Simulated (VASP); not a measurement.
A run of VASP 6.6.1 is set up as follows.

File INCAR:

```
SYSTEM = CeO2
PREC     = Accurate       ! precision mode
ENCUT    = 600            ! plane-wave cutoff, eV
EDIFF    = 1E-7           ! SCF threshold, eV
ISMEAR   = -1             ! smearing method
SIGMA    = 0.05           ! smearing width, eV
LREAL    = .FALSE.        ! projectors in reciprocal space
LASPH    = .TRUE.         ! aspherical terms in the spheres
NELM     = 150            ! most SCF steps
ALGO     = Normal         ! electronic algorithm
ISIF     = 3              ! what is computed and relaxed
LWAVE    = .FALSE.        ! write WAVECAR
LCHARG   = .FALSE.        ! write CHGCAR
ISPIN    = 2              ! spin polarisation
MAGMOM   = 1 0 0          ! initial moments
LORBIT   = 11             ! projections on sites
LMAXMIX  = 6              ! l up to which the mixer works
GGA      = RE             ! functional
IVDW     = 12             ! dispersion correction
IBRION   = 2              ! ionic algorithm
NSW      = 60             ! ionic steps
EDIFFG   = -0.01          ! ionic threshold
```

KPOINTS

```
regular mesh
0
G
  9 9 9
  0 0 0
```

Contents of POSCAR:

```
CeO2
1.0
    0.0000000000      2.7036500000      2.7036500000
    2.7036500000      0.0000000000      2.7036500000
    2.7036500000      2.7036500000      0.0000000000
Ce O
1 2
Direct
    0.0000000000      0.0000000000      0.0000000000
    0.7500000000      0.7500000000      0.7500000000
    0.2500000000      0.2500000000      0.2500000000
```

Potentials or basis: VASP PAW PBE potentials, release 64 (Ce, O).

The run is started by

```sh
$ cat potpaw_PBE.64/Ce/POTCAR potpaw_PBE.64/O/POTCAR > POTCAR
$ mpirun -np 1 vasp_std > vasp.out
```

Task: What does it give for the space group after relaxing (to 0.1 Å)?

Result: Fm-3m (No. 225).

Task: Predict the band gap on the k mesh.

Result: 1.99 eV (least direct gap 2.04 eV).

Task: Predict the relaxed volume.

Result: 13.36 Å³/atom.

Step by step:
| step | energy change (eV) | largest force (eV/Å) | pressure (GPa) | volume (Å³) |
| --- | --- | --- | --- | --- |
| 1 | 0.0000 | 0.0000 | 2.59 | 39.53 |
| 2 | 0.0014 | 0.0000 | -2.80 | 40.76 |
| 3 | -0.0045 | 0.0000 | 0.00 | 40.09 |

Caveat: the magnetic or orbital state may not be the lowest; the moments typed at the start vanished in this run; the PAW data sets were made with another functional, which shifts forces and pressure a little; spin-orbit coupling is left out, which moves the levels of the heavy elements; an odd mesh through Γ misses points on the zone boundary, where band edges can lie. The state reached can hang on the start; a lower one may exist.

The cell as given is a measured one (13.18 Å³/atom); revPBE+D3(BJ) puts the equilibrium volume +1.4 % from it, thermal expansion not counted.
